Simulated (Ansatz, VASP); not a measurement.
C: VASP beside Ansatz

The input POSCAR:

```
C
1.0
   -2.4291088834      2.4048177946      2.4048177946
    2.4291088834     -2.4533999722      2.4533999722
    2.4291088834      2.4533999722     -2.4533999722
C
8
Direct
    0.3254551632      0.0000000000      0.0000000000
    0.6745448368      0.6745448368      0.6745448368
    0.0000000000      0.3254551632      0.0000000000
    0.0000000000      0.0000000000      0.3254551632
    0.0000000000      0.6745448368      0.0000000000
    0.3254551632      0.3254551632      0.3254551632
    0.6745448368      0.0000000000      0.0000000000
    0.0000000000      0.0000000000      0.6745448368
```

INCAR.step1

```
SYSTEM = C
PREC     = Accurate       ! precision mode
ENCUT    = 520            ! plane-wave cutoff, eV
ISMEAR   = 0              ! smearing method
SIGMA    = 0.05           ! smearing width, eV
LREAL    = .False.        ! projectors in reciprocal space
LASPH    = .True.         ! aspherical terms in the spheres
NELM     = 80             ! most SCF steps
NBANDS   = 26             ! bands
GGA      = PE             ! functional
ALGO     = Normal         ! electronic algorithm
EDIFF    = 1E-4           ! SCF threshold, eV
LWAVE    = .True.         ! write WAVECAR
LCHARG   = .False.        ! write CHGCAR
```

INCAR.step2

```
SYSTEM = C
PREC     = Accurate       ! precision mode
ENCUT    = 520            ! plane-wave cutoff, eV
EDIFF    = 1E-7           ! SCF threshold, eV
ISMEAR   = 0              ! smearing method
SIGMA    = 0.05           ! smearing width, eV
LREAL    = .False.        ! projectors in reciprocal space
LASPH    = .True.         ! aspherical terms in the spheres
NELM     = 80             ! most SCF steps
ALGO     = Normal         ! electronic algorithm
ISIF     = 2              ! what is computed and relaxed
LWAVE    = .False.        ! write WAVECAR
LCHARG   = .True.         ! write CHGCAR
METAGGA  = R2SCAN         ! meta-GGA
LMIXTAU  = .True.       
LELF     = .True.         ! ELF
LVHAR    = .True.       
NBANDS   = 26             ! bands
ISTART   = 1
```

File KPOINTS:

```
regular mesh
0
Gamma
  8 8 8
  0 0 0
```

Input for Ansatz:

```yaml
crystal:
  lattice:
    - [-2.4291088834, 2.4048177946, 2.4048177946]
    - [2.4291088834, -2.4533999722, 2.4533999722]
    - [2.4291088834, 2.4533999722, -2.4533999722]
  atoms:
    - { symbol: C, position: [0.3254551632, 0.0, 0.0] }
    - { symbol: C, position: [0.6745448368, 0.6745448368, 0.6745448368] }
    - { symbol: C, position: [0.0, 0.3254551632, 0.0] }
    - { symbol: C, position: [0.0, 0.0, 0.3254551632] }
    - { symbol: C, position: [0.0, 0.6745448368, 0.0] }
    - { symbol: C, position: [0.3254551632, 0.3254551632, 0.3254551632] }
    - { symbol: C, position: [0.6745448368, 0.0, 0.0] }
    - { symbol: C, position: [0.0, 0.0, 0.6745448368] }
basis:
  ecutwfc: 500
kpoints:
  mp_grid: { grid: [8, 8, 8] }
hamiltonian:
  xc: r2scan
scf:
  occupations: { method: gaussian, width: 0.05 }
output:
  forces: true
  stress: true
  eigenvalues: true
```

Change from the starting cell: strain -0.0200 x Voigt [0, 0, 0, 1, 0, 0], atoms carried along.

Alike in both runs: task single point; functional r2SCAN; k mesh 8 × 8 × 8; occupations gaussian, width 0.05 eV; no spin polarisation.

```csv
,VASP,Ansatz
version,VASP 6.6.1,Ansatz 0.2.0
potentials or method,"VASP PAW PBE potentials, release 64 (C), cutoff 520 eV","scalar-relativistic, plane waves, PAW"
valence electrons in the cell,32,32
```

|  | VASP | Ansatz | Ansatz less VASP |
| --- | --- | --- | --- |
| gap on the k mesh at the Fermi level (eV) | 3.00 | 3.01 | +0.014 |
| least direct gap on the mesh (eV) | 4.00 | 4.03 | +0.037 |
| pressure (GPa) | 0.9 | 0.0 | -0.86 |
| traceless stress, the component that is largest in VASP (GPa) | 6.05 | 6.06 | +0.011 |
| rms of the force components (eV/Å) | 0.031 | 0.014 | -0.0168 |

VASP's potentials were made for PBE, not for r2SCAN. Atom by atom the forces differ by 0.026 eV/Å (rms over components).
